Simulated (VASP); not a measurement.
Here is a VASP 6.6.1 calculation.

INCAR

```
ALGO     = Normal         # electronic algorithm
EDIFF    = 1E-6           # SCF threshold, eV
ENCUT    = 520            # plane-wave cutoff, eV
GGA      = PE             # functional
ISIF     = 2              # what is computed and relaxed
ISMEAR   = 0              # smearing method
LASPH    = T              # aspherical terms in the spheres
LCHARG   = F              # write CHGCAR
LREAL    = F              # projectors in reciprocal space
LWAVE    = F              # write WAVECAR
NBANDS   = 28             # bands
NELM     = 100            # most SCF steps
PREC     = Accurate       # precision mode
SIGMA    = 0.02           # smearing width, eV
```

Contents of KPOINTS:

```
k-points
0
Gamma
  8 8 8
```

Contents of POSCAR:

```
BaTiO3
1.0
    4.0192509343      0.0000000000      0.0000000000
    0.0000000000      4.0192509343      0.0000000000
    0.0000000000      0.0000000000      4.1398284623
Ba Ti O
1 1 3
Direct
    0.5000000000      0.5000000000      0.5000000000
    0.0000000000      0.0000000000      0.0000000000
    0.5000000000      0.0000000000      0.0000000000
    0.0000000000      0.5000000000      0.0000000000
    0.0000000000      0.0000000000      0.5000000000
```

Potentials or basis: VASP PAW PBE potentials, release 64 (Ba_sv, Ti_sv, O).

Run with:

```sh
$ cat potpaw_PBE.64/Ba_sv/POTCAR potpaw_PBE.64/Ti_sv/POTCAR potpaw_PBE.64/O/POTCAR > POTCAR
$ mpirun -np 1 vasp_std > vasp.out
```

Q: What does it give for the band gap on the k mesh?

A: 1.61 eV, indirect (least direct gap 1.82 eV).

Q: What does it give for the pressure?

A: -2.8 GPa.

Stress tensor (GPa, compression positive):
```
-1.29  0.00  0.00
 0.00 -1.29  0.00
 0.00  0.00 -5.85
```

Caveat: the cell differs from its parent crystal (strain along c alone, the other axes held: +3.0 %); spin-orbit coupling is left out, which moves the levels of the heavy elements. A k mesh can miss the band edges.
